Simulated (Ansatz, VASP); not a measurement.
## CdH2: VASP beside Ansatz

```xyz
3
Lattice="3.1632 0.0000 0.0000 0.0000 3.1632 0.0000 0.0000 0.0000 3.7119" Properties=species:S:1:pos:R:3 pbc="T T T"
Cd    0.0000    0.0000    1.8560
H     1.5816    1.5816    1.8560
H     0.0000    0.0000    0.0000
```

Alike in both runs: functional PBE; k mesh 6 × 6 × 4; occupations gaussian, width 0.1 eV; no spin polarisation.

Ansatz relaxed the structure, and its values are those at the end. VASP's run is a single point on that final structure, the one shown.

```csv
,VASP,Ansatz
version,VASP 6.6.1,Ansatz 0.2.0
potentials or method,"VASP PAW PBE potentials, release 64 (Cd_sv_GW, H), cutoff 540 eV","scalar-relativistic, plane waves, PAW"
valence electrons in the cell,22,22
```

Ansatz gave:

```
gap on the k mesh at the Fermi level (eV) : none
pressure (GPa)                            : -0.1
```

Which values does VASP return?

gap on the k mesh at the Fermi level (eV): none; pressure (GPa): -1.5.

A gap of «none» marks a metal or a gap that the smearing closes. The functional is the same, so the differences come from potentials, cutoffs and numerics.

The k mesh is coarse, so the values compare programs but aren't converged.
